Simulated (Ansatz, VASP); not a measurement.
# AlGa3N4 in VASP and in Ansatz

```xyz
8
Lattice="5.0652 0.0000 0.0001 0.0000 3.1175 0.0000 -0.0035 0.0000 5.3141" Properties=species:S:1:pos:R:3 pbc="T T T"
Al    0.0007    1.5588    3.5464
Ga    2.5270    1.5588    1.7799
Ga    2.5247    0.0000    4.4191
Ga    5.0639    0.0000    0.8832
N     0.6049    1.5588    1.8073
N     0.5930    0.0000    4.3915
N     3.1421    0.0000    0.8834
N     3.1950    1.5588    3.5462
```

Change from the starting cell: strain -0.015 along x and y, -0.030 along z, atoms carried along.

Alike in both runs: task single point; functional PBEsol; k mesh 6 × 8 × 6; occupations gaussian, width 0.05 eV; no spin polarisation.

|  | VASP | Ansatz |
| --- | --- | --- |
| version | VASP 6.6.1 | Ansatz 0.2.0 |
| potentials or method | VASP PAW PBE potentials, release 64 (Al, Ga_d, N), cutoff 520 eV | scalar-relativistic, plane waves, PAW |
| valence electrons in the cell | 62 | 62 |

VASP gave:

| Property | Result |
| --- | --- |
| gap on the k mesh at the Fermi level (eV) | 2.77 |
| least direct gap on the mesh (eV) | 2.77 |
| pressure (GPa) | 13.1 |
| traceless stress, the component that is largest in VASP (GPa) | 4.05 |
| rms of the force components (eV/Å) | 0.130 |

Q: Which values does Ansatz return?

A: gap on the k mesh at the Fermi level (eV): 2.75; least direct gap on the mesh (eV): 2.75; pressure (GPa): 13.3; traceless stress, the component that is largest in VASP (GPa): 4.06; rms of the force components (eV/Å): 0.131.

VASP's potentials were made for PBE, not for PBEsol. Atom by atom the forces differ by 0.007 eV/Å (rms over components). The functional is the same, so the differences come from potentials, cutoffs and numerics.
